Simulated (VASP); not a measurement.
# NaCl (Fm-3m) in VASP: further runs

Runs on NaCl. Level: PBEsol. Tasks: single point.

Program: VASP 6.6.1. These are calculated values, not measurements. Logs are shortened: lines on timing, memory, paths and dates and some standing lists are left out, and cuts for length are marked.

## (1) The cell of the first run

Symmetry: Fm-3m, No. 225, cubic system. Conventional cell: a = 5.625 Å, b = 5.625 Å, c = 5.625 Å, α = 90.00°, β = 90.00°, γ = 90.00°. Within 3.7 Å of Cl (site symmetry m-3m) lie 6 Na at 2.81 Å. Na (site symmetry m-3m) has 6 Cl at 2.81 Å within 3.7 Å.

## (2) Single point, PBEsol

Input file INCAR:

```
SYSTEM = NaCl
PREC = Accurate
ENCUT = 520
EDIFF = 1E-6
ISMEAR = -1
SIGMA = 0.05
LREAL = .False.
LASPH = .True.
NELM = 60
ALGO = Normal
ISIF = 2
LWAVE = .False.
LCHARG = .False.
GGA = PS
NBANDS = 14
```

Input file KPOINTS:

```
Automatic mesh
0
Gamma
  8 8 8
  0 0 0
```

Input file POSCAR:

```
NaCl
1.0
    0.0000000000      2.8125674869      2.8125674869
    2.8125674869      0.0000000000      2.8125674869
    2.8125674869      2.8125674869      0.0000000000
Cl Na
1 1
Direct
    0.5000000000      0.5000000000      0.5000000000
    0.0000000000      0.0000000000      0.0000000000
```

Potentials or basis: VASP PAW PBE potentials, release 64 (Cl, Na_pv).

The run is started by

```
cat potpaw_PBE.64/Cl/POTCAR potpaw_PBE.64/Na_pv/POTCAR > POTCAR
mpirun -np 1 vasp_std > vasp.out
```

OUTCAR:

```text
SYSTEM = NaCl
   PREC = Accurate
   ENCUT = 520
   EDIFF = 1E-6
   ISMEAR = -1
   LREAL = .False.
   LASPH = .True.
   NELM = 60
   ISIF = 2
   GGA = PS

 ion  position               nearest neighbor table
   1  0.500  0.500  0.500-
   2  0.000  0.000  0.000-

  LATTYP: Found a face centered cubic cell.
 ALAT       =     5.6251349738

  Lattice vectors:

 A1 = (   0.0000000000,   2.8125674869,   2.8125674869)
 A2 = (   2.8125674869,   0.0000000000,   2.8125674869)
 A3 = (   2.8125674869,   2.8125674869,   0.0000000000)

Analysis of symmetry for initial positions (statically):
=====================================================================
 Subroutine PRICEL returns:
 Original cell was already a primitive cell.

 Routine SETGRP: Setting up the symmetry group for a
 face centered cubic supercell.

 Subroutine GETGRP returns: Found 48 space group operations
 (whereof 48 operations were pure point group operations)
 out of a pool of 48 trial point group operations.

The static configuration has the point symmetry O_h .

Analysis of symmetry for dynamics (positions and initial velocities):
=====================================================================
 Subroutine PRICEL returns:
 Original cell was already a primitive cell.

 Routine SETGRP: Setting up the symmetry group for a
 face centered cubic supercell.

 Subroutine GETGRP returns: Found 48 space group operations
 (whereof 48 operations were pure point group operations)
 out of a pool of 48 trial point group operations.

The dynamic configuration has the point symmetry O_h .

 Subroutine INISYM returns: Found 48 space group operations
 (whereof 48 operations are pure point group operations),
 and found     1 'primitive' translations

----------------------------------------------------------------------------------------

                                     Primitive cell

  volume of cell :      44.4978

  direct lattice vectors                    reciprocal lattice vectors
     0.000000000  2.812567487  2.812567487    -0.177773512  0.177773512  0.177773512
     2.812567487  0.000000000  2.812567487     0.177773512 -0.177773512  0.177773512
     2.812567487  2.812567487  0.000000000     0.177773512  0.177773512 -0.177773512

  length of vectors
     3.977571085  3.977571085  3.977571085     0.307912755  0.307912755  0.307912755

  position of ions in fractional coordinates (direct lattice)
     0.500000000  0.500000000  0.500000000
     0.000000000  0.000000000  0.000000000

  ion indices of the primitive-cell ions
[... 85 lines left out ...]
   PSTRESS=    0.0 pullay stress
   NELECT =      14.0000    total number of electrons
   NUPDOWN=      -1.0000    fix difference up-down
   EMIN   =  10.00;   EMAX   =-10.00  energy-range for DOS
   EFERMI =   0.00;   METHOD = LEGACY
   ISMEAR =    -1;   SIGMA  =   0.05  broadening in eV -4-tet -1-fermi 0-gaus
   EFERMI_NEDOS =   21; number of points for ismear=-14 and -15
   IALGO  =     38    algorithm
   IMIX   =      4    mixing-type and parameters
     AMIX     =   0.40;   BMIX     =  1.00
     AMIX_MAG =   1.60;   BMIX_MAG =  1.00
  volume/ion in A,a.u.               =      22.25       150.14
  Fermi-wavevector in a.u.,A,eV,Ry     =   1.113451  2.104118 16.868146  1.239774
  Thomas-Fermi vector in A             =   2.250036
   LORBIT       =      0    0 simple, 1 ext, 2 COOP (PROOUT), +10 PAW based schemes
   GGA     = PS    functional components
   LHFCALC =     F    Hartree Fock is set to
   AEXX    =    0.0000 exact exchange contribution
   IVDW    =     0    specifies the selected vdW correction
   LEPSILON=     F    determine dielectric tensor
   LRPA    =     F    only Hartree local field effects (RPA)
 non-spin polarized calculation
  energy-cutoff  :      520.00
  volume of cell :       44.50
 maximum number of plane-waves:      1243
 NGX is ok and might be reduce to    30
   NGX = 15   NGY = 15   NGZ = 15

 number of electron      13.9999999 magnetization

 Free energy of the ion-electron system (eV)
  ---------------------------------------------------
  ext. energy  EPLUGINS =         0.00000000
  ---------------------------------------------------
  free energy    TOTEN  =        -6.99797565 eV

  energy without entropy =       -6.99797565  energy(sigma->0) =       -6.99797565

 E-fermi :   0.4125     XC(G=0):  -8.3684

 val. band max:       -0.7392923789   @ k =   0.0000   0.0000   0.0000
 cond. band min:       4.2213826004   @ k =   0.0000   0.0000   0.0000
 fundamental gap:      4.9606749793
 Fermi energy:         0.4124763100

 k-point     1 :       0.0000    0.0000    0.0000
  band No.  band energies     occupation
      1     -21.3757      2.00000
      2     -21.3757      2.00000
      3     -21.3757      2.00000
      4     -13.4015      2.00000
      5      -0.7393      2.00000
      6      -0.7393      2.00000
      7      -0.7393      2.00000
      8       4.2214      0.00000
      9      10.2659      0.00000
     10      10.2659      0.00000
     11      10.2659      0.00000
     12      12.4968      0.00000
     13      12.4968      0.00000
     14      13.8841      0.00000
[... 377 lines left out ...]
      1     -21.4012      2.00000
      2     -21.3845      2.00000
      3     -21.3804      2.00000
      4     -13.0141      2.00000
      5      -2.4528      2.00000
      6      -1.5336      2.00000
      7      -1.1662      2.00000
      8       7.4274      0.00000
      9       8.7527      0.00000
     10       9.3870      0.00000
     11      10.9135      0.00000
     12      13.5239      0.00000
     13      14.8219      0.00000
     14      15.9118      0.00000

 [... further k-points ...]

------------------------ aborting loop because EDIFF is reached ----------------------------------------

  FORCE on cell =-STRESS in cart. coord.  units (eV):
  Direction    XX          YY          ZZ          XY          YZ          ZX
  --------------------------------------------------------------------------------------
  -------------------------------------------------------------------------------------
  Total       -0.0809417     -0.0809417     -0.0809417      0.0000000     -0.0000000      0.0000000
  in kB       -2.9143656     -2.9143656     -2.9143656      0.0000000     -0.0000000      0.0000000
  external PRESSURE =      -2.9143656 kB  Pullay stress =       0.0000000 kB

 VOLUME and BASIS-vectors are now :
 -----------------------------------------------------------------------------
  energy-cutoff  :      520.00
  volume of cell :       44.50
      direct lattice vectors                 reciprocal lattice vectors
     0.000000000  2.812567487  2.812567487    -0.177773512  0.177773512  0.177773512
     2.812567487  0.000000000  2.812567487     0.177773512 -0.177773512  0.177773512
     2.812567487  2.812567487  0.000000000     0.177773512  0.177773512 -0.177773512

 POSITION                                       TOTAL-FORCE (eV/Angst)
 -----------------------------------------------------------------------------------
      2.81257      2.81257      2.81257        -0.000000     -0.000000     -0.000000
      0.00000      0.00000      0.00000         0.000000      0.000000      0.000000
 -----------------------------------------------------------------------------------
    total drift:                               -0.000000      0.000000      0.000000

  FREE ENERGIE OF THE ION-ELECTRON SYSTEM (eV)
  ---------------------------------------------------
  free  energy   TOTEN  =        -6.9979756451 eV

  energy  without entropy=       -6.9979756451  energy(sigma->0) =       -6.99797565
```

stdout:

```text
POSCAR found type information on POSCAR ClNa
 POSCAR found :  2 types and       2 ions
 scaLAPACK will be used
 -----------------------------------------------------------------------------
|                                                                             |
|                                                                             |
|     You enforced a specific xc type in the INCAR file but a different       |
|     I HOPE YOU KNOW WHAT YOU ARE DOING!                                     |
|                                                                             |
 -----------------------------------------------------------------------------

 LDA part: xc-table for (Slater+PW92), standard interpolation
 POSCAR, INCAR and KPOINTS ok, starting setup
 FFT: planning ... GRIDC
 FFT: planning ... GRID_SOFT
 FFT: planning ... GRID
 WAVECAR not read
 entering main loop
```

Wall time 16 s (1 thread of AMD EPYC 7R43 (Zen 3), shared host); peak memory 0.13 GiB.

What came out:

```yaml
Free_energy: -6.9980 eV
Pressure: -0.3 GPa
Band_gap_on_the_k_mesh: 4.96 eV, direct
```

Levels at points of the mesh, in eV from the valence-band top:
```tsv
k point	band 4	band 5	band 6	band 7	band 8	band 9	band 10	band 11
(0.00, 0.00, 0.00)	-12.66	0.00	0.00	0.00	4.96	11.01	11.01	11.01
(0.50, 0.00, 0.00)	-12.31	-2.00	-0.27	-0.27	7.09	10.56	10.88	10.88
(0.50, 0.50, 0.00)	-12.26	-1.72	-0.62	-0.62	7.46	7.88	11.18	14.69
```

Caveat: the PAW data sets were made with another functional, which shifts forces and pressure a little. As with any semilocal functional, this PBEsol gap is likely too small.

## (3) Single point, PBEsol

This run uses another cell than the first one, of 22.69 Å³/atom, 1.020 times its volume.

Input file INCAR:

```
PREC = Accurate
ENCUT = 520
EDIFF = 1E-6
ISMEAR = -1
SIGMA = 0.05
LREAL = F
LASPH = T
NELM = 100
ALGO = Normal
ISIF = 2
LWAVE = F
LCHARG = T
GGA = PS
LELF = T
LVHAR = T
NBANDS = 14
```

Input file KPOINTS:

```
Automatic mesh
0
Gamma
  8 8 8
```

Input file POSCAR:

```
NaCl
1.0
    0.0000000000      2.8308314239      2.8308314239
    2.8308314239      0.0000000000      2.8308314239
    2.8308314239      2.8308314239      0.0000000000
Cl Na
1 1
Direct
    0.5000000000      0.5000000000      0.5000000000
    0.0000000000      0.0000000000      0.0000000000
```

Potentials or basis: VASP PAW PBE potentials, release 64 (Cl, Na_pv).

The run is started by

```
cat potpaw_PBE.64/Cl/POTCAR potpaw_PBE.64/Na_pv/POTCAR > POTCAR
mpirun -np 1 vasp_std > vasp.out
```

Run time: 18 s. Hardware: 1 thread of AMD EPYC 7R43 (Zen 3), shared host; peak memory 0.12 GiB.

The run converged. Its results:

```
Free energy            : -6.9954 eV
Pressure               : -0.7 GPa
Band gap on the k mesh : 4.89 eV, direct
```

Levels at points of the mesh, in eV from the valence-band top:
```
           k point  band 3  band 4  band 5  band 6  band 7  band 8  band 9  band 10  band 11  band 12
(0.00, 0.00, 0.00)  -20.67  -12.62    0.00    0.00    0.00    4.89   10.99    10.99    10.99    13.19
(0.50, 0.00, 0.00)  -20.68  -12.28   -1.94   -0.26   -0.26    7.06   10.41    10.83    10.83    14.75
(0.50, 0.50, 0.00)  -20.68  -12.24   -1.67   -0.60   -0.60    7.40    7.90    11.05    14.52    14.52
```

Caveat: the PAW data sets were made with another functional, which shifts forces and pressure a little. A k mesh can miss the band edges.
